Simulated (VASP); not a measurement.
Runs of VASP 6.6.1 on SiGeW3. The structure is that of space group Pm-3m (No. 221), or close to it. The cells are those of the table. 

```tsv
task	cell	k mesh	cutoff (eV)	k mesh for the DOS	occupations for the DOS	gap on the mesh (eV)	pressure (GPa)	relaxed volume (Å³/atom)
relaxation of cell and atoms	relaxed from a = 4.499 Å, 5 atoms	8 × 8 × 8	600	-	-	none	0.0	18.26
single point	a = 4.501 Å, 5 atoms	8 × 8 × 8	520	-	-	none	(b)	-
single point	a = 4.499 Å, 5 atoms	4 × 4 × 4	520	-	-	none	0.2	-
relaxation of cell and atoms	relaxed from a = 4.276 Å, 5 atoms	4 × 4 × 4	600	-	-	none	0.0	18.24
single point	a = 4.276 Å, 5 atoms	4 × 4 × 4	520	-	-	none	(a)	-
```

Alike in all rows: level PBE; potentials or basis VASP PAW PBE potentials, release 64 (Si, Ge_d, W_sv); no spin polarisation; smearing gaussian 0.1 eV.

Problem. Estimate the missing entries.

Solution. (a) 34.1; (b) 0.1.

Caveats: some runs use coarse meshes; spin-orbit coupling is left out, which moves the levels of the heavy elements; the volume moved by over 15 % at a fixed basis, so the end points are rough (some runs).

A k mesh can miss the band edges, and the runs leave out spin-orbit coupling on Ge, W.

A gap of «none» marks levels without a gap at the run's occupations.
